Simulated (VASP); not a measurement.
# Mn (P6_3/mmc) in VASP: notebook

The runs below take Mn through single point, with PBEsol, LDA.

Program: VASP 6.6.1. These are calculated values, not measurements. Logs are shortened: lines on timing, memory, paths and dates and some standing lists are left out, and cuts for length are marked.

## Step 1: The cell of the first run

Symmetry: P6_3/mmc, No. 194, hexagonal system. Conventional cell: a = 2.484 Å, b = 2.484 Å, c = 4.026 Å, α = 90.00°, β = 90.00°, γ = 120.00°. Mn (site symmetry -6m2) has 12 Mn at 2.47 to 2.48 Å within 3.3 Å.

## Step 2: Single point, PBEsol, collinear spin, ferromagnetic start

The input, INCAR:

```
PREC = Accurate ; ENCUT = 520
EDIFF = 1E-6 ; ISMEAR = -1
SIGMA = 0.05 ; LREAL = False
LASPH = True ; NELM = 150
ALGO = Normal ; ISIF = 2
LWAVE = False ; LCHARG = False
ISPIN = 2 ; MAGMOM = 5 5
LORBIT = 11 ; NUPDOWN = 10.0
LMAXMIX = 4 ; GGA = PS
NBANDS = 24
```

The input, KPOINTS:

```
regular mesh
0
Gamma
  10 10 6
```

The input, POSCAR:

```
Mn
1.0
    2.4836457705      0.0000000000      0.0000000000
   -1.2418228853      2.1509003313      0.0000000000
    0.0000000000      0.0000000000      4.0261950000
Mn
2
Direct
    0.3333333333      0.6666666667      0.2500000000
    0.6666666667      0.3333333333      0.7500000000
```

Potentials or basis: VASP PAW PBE potentials, release 64 (Mn_pv).

Run with:

```
cat potpaw_PBE.64/Mn_pv/POTCAR > POTCAR
mpirun -np 1 vasp_std > vasp.out
```

OUTCAR:

```text
PREC = Accurate
   ENCUT = 520
   EDIFF = 1E-6
   ISMEAR = -1
   LREAL = False
   LASPH = True
   NELM = 150
   ISIF = 2
   ISPIN = 2
   LORBIT = 11
   NUPDOWN = 10.0
   GGA = PS

 ion  position               nearest neighbor table
   1  0.333  0.667  0.250-   2 2.47   2 2.47   2 2.47   2 2.47   2 2.47   2 2.47
   2  0.667  0.333  0.750-   1 2.47   1 2.47   1 2.47   1 2.47   1 2.47   1 2.47

  LATTYP: Found a hexagonal cell.
 ALAT       =     2.4836457705
 C/A-ratio  =     1.6210826229

  Lattice vectors:

 A1 = (   2.4836457705,   0.0000000000,   0.0000000000)
 A2 = (  -1.2418228853,   2.1509003313,   0.0000000000)
 A3 = (   0.0000000000,   0.0000000000,   4.0261950000)

Analysis of symmetry for initial positions (statically):
=====================================================================
 Subroutine PRICEL returns:
 Original cell was already a primitive cell.

 Routine SETGRP: Setting up the symmetry group for a
 hexagonal supercell.

 Subroutine GETGRP returns: Found 24 space group operations
 (whereof 12 operations were pure point group operations)
 out of a pool of 24 trial point group operations.

The static configuration has the point symmetry D_3d.
 The point group associated with its full space group is D_6h.

Analysis of symmetry for dynamics (positions and initial velocities):
=====================================================================
 Subroutine PRICEL returns:
 Original cell was already a primitive cell.

 Routine SETGRP: Setting up the symmetry group for a
 hexagonal supercell.

 Subroutine GETGRP returns: Found 24 space group operations
 (whereof 12 operations were pure point group operations)
 out of a pool of 24 trial point group operations.

The dynamic configuration has the point symmetry D_3d.
 The point group associated with its full space group is D_6h.

Analysis of structural, dynamic, and magnetic symmetry:
=====================================================================
 Subroutine PRICEL returns:
 Original cell was already a primitive cell.

 Routine SETGRP: Setting up the symmetry group for a
 hexagonal supercell.

 Subroutine GETGRP returns: Found 24 space group operations
 (whereof 12 operations were pure point group operations)
 out of a pool of 24 trial point group operations.

The overall configuration has the point symmetry D_3d.
 The point group associated with its full space group is D_6h.

 Subroutine INISYM returns: Found 24 space group operations
 (whereof 12 operations are pure point group operations),
 and found     1 'primitive' translations

----------------------------------------------------------------------------------------

                                     Primitive cell

  volume of cell :      21.5082

  direct lattice vectors                    reciprocal lattice vectors
     2.483645770  0.000000000  0.000000000     0.402633907  0.232460795  0.000000000
    -1.241822885  2.150900331  0.000000000     0.000000000  0.464921589  0.000000000
     0.000000000  0.000000000  4.026195000     0.000000000  0.000000000  0.248373464

  length of vectors
     2.483645770  2.483645771  4.026195000     0.464921589  0.464921589  0.248373464

  position of ions in fractional coordinates (direct lattice)
     0.333333333  0.666666667  0.250000000
     0.666666667  0.333333333  0.750000000

  ion indices of the primitive-cell ions
   primitive index   ion index
                 1           1
                 2           2

----------------------------------------------------------------------------------------

 KPOINTS: regular mesh

Automatic generation of k-mesh.
 Grid dimensions read from file:
 generate k-points for:   10   10    6

 Generating k-lattice:

  Cartesian coordinates                     Fractional coordinates (reciprocal lattice)
     0.040263391  0.023246079  0.000000000     0.100000000  0.000000000  0.000000000
     0.000000000  0.046492159  0.000000000     0.000000000  0.100000000  0.000000000
     0.000000000  0.000000000  0.041395577     0.000000000  0.000000000  0.166666667

  Length of vectors
     0.046492159  0.046492159  0.041395577

  Shift w.r.t. Gamma in fractional coordinates (k-lattice)
     0.000000000  0.000000000  0.000000000

 Subroutine IBZKPT returns following result:
 ===========================================

 Found     56 irreducible k-points:

 Following reciprocal coordinates:
            Coordinates               Weight
  0.000000  0.000000  0.000000      1.000000
  0.100000  0.000000  0.000000      6.000000
  0.200000  0.000000  0.000000      6.000000
  0.300000  0.000000  0.000000      6.000000
  0.400000  0.000000  0.000000      6.000000
  0.500000  0.000000  0.000000      3.000000
[... 16 lines left out ...]
  0.300000  0.100000  0.166667     24.000000
  0.400000  0.100000  0.166667     24.000000
 [... further k-points ...]
   k-points           NKPTS =     56   k-points in BZ     NKDIM =     56   number of bands    NBANDS=     24
   number of dos      NEDOS =    301   number of ions     NIONS =      2
   total plane-waves  NPLWV =   9720
   dimension x,y,z NGX =    18 NGY =   18 NGZ =   30
   dimension x,y,z NGXF=    36 NGYF=   36 NGZF=   60
   ions per type =               2
   NGX,Y,Z   is equivalent  to a cutoff of  12.05, 12.05, 12.39 a.u.
   NGXF,Y,Z  is equivalent  to a cutoff of  24.10, 24.10, 24.77 a.u.
 SYSTEM =  unknown system
   PREC   = accura    normal or accurate (medium, high low for compatibility)
   ISTART =      0    job   : 0-new  1-cont  2-samecut
   ICHARG =      2    charge: 1-file 2-atom 10-const
   ISPIN  =      2    spin polarized calculation?
   LNONCOLLINEAR =      F non collinear calculations
   LSORBIT =      F    spin-orbit coupling
   LASPH  =      T    aspherical Exc in radial PAW
   ENCUT  =  520.0 eV  38.22 Ry    6.18 a.u.   4.62  4.62  7.49*2*pi/ulx,y,z
   NELM   =    150;   NELMIN=  2; NELMDL= -5     # of ELM steps
   EDIFF  = 0.1E-05   stopping-criterion for ELM
   LREAL  =      F    real-space projection
   EDIFFG = 0.1E-04   stopping-criterion for IOM
   NSW    =      0    number of steps for IOM
   IBRION =     -1    ionic relax: 0-MD 1-quasi-New 2-CG
   NFREE  =      0    steps in history (QN), initial steepest desc. (CG)
   ISIF   =      2    stress and relaxation
   ISYM   =      2    0-nonsym 1-usesym 2-fastsym
   POTIM  = 0.5000    time-step for ionic-motion
   TEBEG  =    0.0;   TEEND  =   0.0 temperature during run
   PSTRESS=    0.0 pullay stress
   NELECT =      26.0000    total number of electrons
   NUPDOWN=      10.0000    fix difference up-down
   EMIN   =  10.00;   EMAX   =-10.00  energy-range for DOS
   EFERMI =   0.00;   METHOD = LEGACY
   ISMEAR =    -1;   SIGMA  =   0.05  broadening in eV -4-tet -1-fermi 0-gaus
   EFERMI_NEDOS =   21; number of points for ismear=-14 and -15
   IALGO  =     38    algorithm
   IMIX   =      4    mixing-type and parameters
     AMIX     =   0.40;   BMIX     =  1.00
     AMIX_MAG =   1.60;   BMIX_MAG =  1.00
  volume/ion in A,a.u.               =      10.75        72.57
  Fermi-wavevector in a.u.,A,eV,Ry     =   1.743938  3.295565 41.379665  3.041320
  Thomas-Fermi vector in A             =   2.815914
   LORBIT       =     11    0 simple, 1 ext, 2 COOP (PROOUT), +10 PAW based schemes
   GGA     = PS    functional components
   LHFCALC =     F    Hartree Fock is set to
   AEXX    =    0.0000 exact exchange contribution
   IVDW    =     0    specifies the selected vdW correction
   LEPSILON=     F    determine dielectric tensor
   LRPA    =     F    only Hartree local field effects (RPA)
 spin polarized calculation
  energy-cutoff  :      520.00
  volume of cell :       21.51
 maximum number of plane-waves:       588
   NGX =  9   NGY =  9   NGZ = 15

 number of electron      26.0000028 magnetization      10.0000012

 Free energy of the ion-electron system (eV)
  ---------------------------------------------------
  ext. energy  EPLUGINS =         0.00000000
  ---------------------------------------------------
  free energy    TOTEN  =       -10.38960533 eV

  energy without entropy =      -10.38178809  energy(sigma->0) =      -10.38569671

 E-fermi :   9.6986     XC(G=0): -13.8896

 val. band max:       18.0139888909   @ k =   0.3000   0.2000   0.0000
 cond. band min:       9.7174655706   @ k =   0.3000   0.3000   0.3333
 fundamental gap:     -8.2965233203
 Fermi energy:        18.1710379233

 spin component 1

 k-point     1 :       0.0000    0.0000    0.0000
  band No.  band energies     occupation
      1     -38.3792      1.00000
      2     -37.7067      1.00000
      3     -37.7067      1.00000
      4     -37.5975      1.00000
      5     -37.5975      1.00000
      6     -37.5628      1.00000
[... 16 lines left out ...]
     23      35.5069      0.00000
     24      35.5069      0.00000
[... 598 lines left out ...]
      2     -38.1926      1.00000
      3     -37.9742      1.00000
      4     -37.8882      1.00000
      5     -37.7651      1.00000
      6     -37.7213      1.00000
[... 16 lines left out ...]
     23      27.6441      0.00000
     24      29.4527      0.00000

 [... further k-points ...]

 spin component 2

 k-point     1 :       0.0000    0.0000    0.0000
  band No.  band energies     occupation
      1     -33.9767      1.00000
      2     -33.2147      1.00000
      3     -33.2147      1.00000
      4     -33.0989      1.00000
      5     -33.0989      1.00000
      6     -33.0918      1.00000
[... 16 lines left out ...]
     23      38.6156      0.00000
     24      38.6156      0.00000
[... 598 lines left out ...]
      2     -33.7432      1.00000
      3     -33.5279      1.00000
      4     -33.4143      1.00000
      5     -33.2947      1.00000
      6     -33.2420      1.00000
[... 16 lines left out ...]
     23      30.7248      0.00000
     24      32.4327      0.00000

 [... further k-points ...]
[... 5 lines left out ...]
  --------------------------------------------------------------------------------------
  -------------------------------------------------------------------------------------
  Total       22.2586702     22.2586702     21.9874312     -0.0000000     -0.0000000      0.0000000
  in kB     1658.0783547   1658.0783547   1637.8733964     -0.0000000     -0.0000000      0.0000000
  external PRESSURE =    1651.3433686 kB  Pullay stress =       0.0000000 kB

 VOLUME and BASIS-vectors are now :
 -----------------------------------------------------------------------------
  energy-cutoff  :      520.00
  volume of cell :       21.51
      direct lattice vectors                 reciprocal lattice vectors
     2.483645770  0.000000000  0.000000000     0.402633907  0.232460795  0.000000000
    -1.241822885  2.150900331  0.000000000     0.000000000  0.464921589  0.000000000
     0.000000000  0.000000000  4.026195000     0.000000000  0.000000000  0.248373464

 POSITION                                       TOTAL-FORCE (eV/Angst)
 -----------------------------------------------------------------------------------
     -0.00000      1.43393      1.00655        -0.000000      0.000000      0.000000
      1.24182      0.71697      3.01965         0.000000      0.000000      0.000000
 -----------------------------------------------------------------------------------
    total drift:                               -0.000000      0.000000     -0.000000

  FREE ENERGIE OF THE ION-ELECTRON SYSTEM (eV)
  ---------------------------------------------------
  free  energy   TOTEN  =       -10.3896053346 eV

  energy  without entropy=      -10.3817880883  energy(sigma->0) =      -10.38569671

 total charge

# of ion       s       p       d       tot
------------------------------------------
    1        0.476   6.518   5.060  12.054
    2        0.476   6.518   5.060  12.054
--------------------------------------------------
tot          0.952  13.037  10.120  24.109

 magnetization (x)

# of ion       s       p       d       tot
------------------------------------------
    1        0.058   0.361   4.189   4.608
    2        0.058   0.361   4.189   4.608
--------------------------------------------------
tot          0.115   0.722   8.379   9.216
```

Run time: 24 s. Hardware: 1 thread of AMD EPYC 9R45 (Zen 5), shared host; peak memory 0.13 GiB.

What came out:

```yaml
Free_energy: -10.3896 eV
Pressure: 165.1 GPa
Net_moment: 10.00 μB per cell
Site_moments: Mn +4.61 μB
Valence_electrons_inside_the_program's_atomic_spheres: Mn 12.05
```

Caveat: the PAW data sets were made with another functional, which shifts forces and pressure a little; the total moment is fixed, so each spin has its own Fermi level.

## Step 3: Single point, PBEsol, collinear spin, ferromagnetic start

The input, INCAR:

```
ALGO = Normal ; EDIFF = 1E-6
ENCUT = 520 ; GGA = PS
ISIF = 2 ; ISMEAR = -1
ISPIN = 2 ; LASPH = True
LCHARG = True ; LELF = True
LMAXMIX = 4 ; LORBIT = 11
LREAL = False ; LVHAR = True
LWAVE = False ; MAGMOM = 6 6
NBANDS = 24 ; NELM = 150
NUPDOWN = 12.0 ; PREC = Accurate
SIGMA = 0.05
```

The input, KPOINTS:

```
k-points
0
Gamma
  10 10 6
```

POSCAR is that of step 2.

Potentials or basis: VASP PAW PBE potentials, release 64 (Mn_pv).

Run with:

```
cat potpaw_PBE.64/Mn_pv/POTCAR > POTCAR
mpirun -np 1 vasp_std > vasp.out
```

OUTCAR:

```text
EDIFF = 1E-6
   ENCUT = 520
   GGA = PS
   ISIF = 2
   ISMEAR = -1
   ISPIN = 2
   LASPH = True
   LORBIT = 11
   LREAL = False
   NELM = 150
   NUPDOWN = 12.0
   PREC = Accurate

 ion  position               nearest neighbor table
   1  0.333  0.667  0.250-   2 2.47   2 2.47   2 2.47   2 2.47   2 2.47   2 2.47
   2  0.667  0.333  0.750-   1 2.47   1 2.47   1 2.47   1 2.47   1 2.47   1 2.47

  LATTYP: Found a hexagonal cell.
 ALAT       =     2.4836457705
 C/A-ratio  =     1.6210826229

  Lattice vectors:

 A1 = (   2.4836457705,   0.0000000000,   0.0000000000)
 A2 = (  -1.2418228853,   2.1509003313,   0.0000000000)
[... 1512 lines left out ...]

 VOLUME and BASIS-vectors are now :
 -----------------------------------------------------------------------------
  energy-cutoff  :      520.00
  volume of cell :       21.51
      direct lattice vectors                 reciprocal lattice vectors
     2.483645770  0.000000000  0.000000000     0.402633907  0.232460795  0.000000000
    -1.241822885  2.150900331  0.000000000     0.000000000  0.464921589  0.000000000
     0.000000000  0.000000000  4.026195000     0.000000000  0.000000000  0.248373464

 POSITION                                       TOTAL-FORCE (eV/Angst)
 -----------------------------------------------------------------------------------
     -0.00000      1.43393      1.00655         0.000000      0.000000      0.000000
      1.24182      0.71697      3.01965        -0.000000      0.000000      0.000000
 -----------------------------------------------------------------------------------
    total drift:                               -0.000000      0.000000     -0.000000

  FREE ENERGIE OF THE ION-ELECTRON SYSTEM (eV)
  ---------------------------------------------------
  free  energy   TOTEN  =         0.0737114689 eV

  energy  without entropy=        0.0840264301  energy(sigma->0) =        0.07886895

 total charge

# of ion       s       p       d       tot
------------------------------------------
    1        0.524   6.605   4.949  12.078
    2        0.524   6.605   4.949  12.078
--------------------------------------------------
tot          1.048  13.210   9.898  24.156

 magnetization (x)

# of ion       s       p       d       tot
------------------------------------------
    1        0.191   0.534   4.668   5.394
    2        0.191   0.534   4.668   5.394
--------------------------------------------------
tot          0.382   1.069   9.336  10.787
```

It took 32 s on 1 thread of AMD EPYC 9R45 (Zen 5), shared host; peak memory 0.13 GiB.

Results:

```
Free energy                                           : 0.0737 eV
Pressure                                              : 271.3 GPa
Net moment                                            : 12.00 μB per cell
Site moments                                          : Mn +5.39 μB
Valence electrons inside the program's atomic spheres : Mn 12.08
```

Caveat: the PAW data sets were made with another functional, which shifts forces and pressure a little; the total moment is fixed, so each spin has its own Fermi level.

## Step 4: Single point, PBEsol, collinear spin, ferromagnetic start

The input, INCAR:

```
SYSTEM = Mn
PREC     = Accurate       ! precision mode
ENCUT    = 520            ! plane-wave cutoff, eV
EDIFF    = 1E-6           ! SCF threshold, eV
ISMEAR   = -1             ! smearing method
SIGMA    = 0.05           ! smearing width, eV
LREAL    = .False.        ! projectors in reciprocal space
LASPH    = .True.         ! aspherical terms in the spheres
NELM     = 150            ! most SCF steps
ALGO     = Normal         ! electronic algorithm
ISIF     = 2              ! what is computed and relaxed
LWAVE    = .False.        ! write WAVECAR
LCHARG   = .False.        ! write CHGCAR
ISPIN    = 2              ! spin polarisation
MAGMOM   = 8 8            ! initial moments
LORBIT   = 11             ! projections on sites
NUPDOWN  = 16.0           ! fixed moment
LMAXMIX  = 4              ! l up to which the mixer works
GGA      = PS             ! functional
NBANDS   = 24             ! bands
```

The input, KPOINTS:

```
Automatic mesh
0
Gamma
  10 10 6
  0 0 0
```

POSCAR is that of step 3.

Run with:

```
cat potpaw_PBE.64/Mn_pv/POTCAR > POTCAR
mpirun -np 1 vasp_std > vasp.out
```

Wall time 49 s (1 thread of AMD EPYC 9R45 (Zen 5), shared host); peak memory 0.13 GiB.

The run converged. Its results:

```yaml
Free_energy: 70.9416 eV
Pressure: 446.0 GPa
Net_moment: 16.00 μB per cell
Site_moments: Mn +7.04 μB
Valence_electrons_inside_the_program's_atomic_spheres: Mn 12.01
```

Stress tensor (GPa, compression positive):
```
449.12   0.00   0.00
  0.00 449.12   0.00
  0.00   0.00 439.72
```

Caveat: the PAW data sets were made with another functional, which shifts forces and pressure a little; the total moment is fixed, so each spin has its own Fermi level.

(Continued in part 2 of 2.)
